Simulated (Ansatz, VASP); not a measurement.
# One calculation of HfN, two programs

INCAR

```
SYSTEM = HfN
PREC = Accurate ; ENCUT = 520
EDIFF = 1E-7 ; ISMEAR = 0
SIGMA = 0.15 ; LREAL = .False.
LASPH = .True. ; NELM = 60
ALGO = Normal ; ISIF = 2
LWAVE = .False. ; LCHARG = .False.
GGA = PE ; NBANDS = 14
```

The input KPOINTS:

```
regular mesh
0
Gamma
  16 16 16
  0 0 0
```

Contents of POSCAR:

```
HfN
1.0
    0.0000000000      2.1146470585      2.2738140414
    2.2738140414      0.0000000000      2.2738140414
    2.2738140414      2.1146470585      0.0000000000
Hf N
1 1
Direct
    0.0016738745     -0.0016738745      0.0016738745
    0.4786701994      0.5213298006      0.4786701994
```

Input for Ansatz:

```yaml
crystal:
  lattice:
    - [0.0, 2.1146470585, 2.2738140414]
    - [2.2738140414, 0.0, 2.2738140414]
    - [2.2738140414, 2.1146470585, 0.0]
  atoms:
    - { symbol: Hf, position: [0.0016738745, -0.0016738745, 0.0016738745] }
    - { symbol: "N", position: [0.4786701994, 0.5213298006, 0.4786701994] }
basis:
  ecutwfc: 520.0
kpoints:
  mp_grid: { grid: [16, 16, 16] }
hamiltonian:
  xc: pbe
  pseudopotentials: { kind: paw, azcp: { folder: soft_1 } }
scf:
  occupations: { method: gaussian, width: 0.15 }
output:
  forces: true
  stress: true
  eigenvalues: true
```

Change from the starting cell: mode 5 frozen in at -0.097 Å, normal strain along y -0.0700.

Alike in both runs: task single point; functional PBE; k mesh 16 × 16 × 16; occupations gaussian, width 0.15 eV; no spin polarisation.

|  | VASP | Ansatz |
| --- | --- | --- |
| version | VASP 6.6.1 | Ansatz 0.2.0 |
| potentials or method | VASP PAW PBE potentials, release 64 (Hf_pv, N), cutoff 520 eV | scalar-relativistic, plane waves, PAW |
| valence electrons in the cell | 15 | 31 |

```csv
,VASP,Ansatz,Ansatz less VASP
gap on the k mesh at the Fermi level (eV),none,none,-
pressure (GPa),26.3,28.6,+2.26
"traceless stress, the component that is largest in VASP (GPa)",39.15,39.02,-0.133
rms of the force components (eV/Å),1.349,1.337,-0.0118
```

Atom by atom the forces differ by 0.012 eV/Å (rms over components). A gap of «none» marks a metal or a gap that the smearing closes. With one functional, cell and mesh, what is left measures potentials, basis and numerics. VASP's potentials hold 15 valence electrons a cell and Ansatz's 31, so a difference there can come from the potentials and not from the codes.

Spin-orbit coupling is off throughout.
